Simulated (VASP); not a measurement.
A run of VASP 6.6.1:

INCAR

```
SYSTEM = MoS2
ALGO     = Normal         ! electronic algorithm
EDIFF    = 1E-6           ! SCF threshold, eV
ENCUT    = 520            ! plane-wave cutoff, eV
GGA      = PS             ! functional
ISIF     = 2              ! what is computed and relaxed
ISMEAR   = -1             ! smearing method
LASPH    = .True.         ! aspherical terms in the spheres
LCHARG   = .False.        ! write CHGCAR
LREAL    = .False.        ! projectors in reciprocal space
LWAVE    = .False.        ! write WAVECAR
NBANDS   = 20             ! bands
NELM     = 100            ! most SCF steps
PREC     = Accurate       ! precision mode
SIGMA    = 0.05           ! smearing width, eV
```

Contents of KPOINTS:

```
k-points
0
Gamma
  10 10 10
  0 0 0
```

File POSCAR:

```
MoS2
1.0
    1.6063642348      0.9274348234      6.1954663772
   -1.6063642348      0.9274348234      6.1954663772
    0.0000000000     -1.8548696467      6.1954663772
Mo S
1 2
Direct
    0.0000000000      0.0000000000      0.0000000000
    0.2500000000      0.2500000000      0.2500000000
    0.7500000000      0.7500000000      0.7500000000
```

Potentials or basis: VASP PAW PBE potentials, release 64 (Mo_sv, S).

Launch:

```sh
$ cat potpaw_PBE.64/Mo_sv/POTCAR potpaw_PBE.64/S/POTCAR > POTCAR
$ mpirun -np 1 vasp_std > vasp.out
```

Hardware: 1 thread of AMD EPYC 9R45 96-Core Processor (Zen 5), with other jobs on the host.

Question: Estimate the wall time of this run.

Answer: Wall time 3.9 min on 1 thread of AMD EPYC 9R45 96-Core Processor (Zen 5), with other jobs on the host, peak memory 0.36 GiB. Counts: scf iterations 14, k points 116.
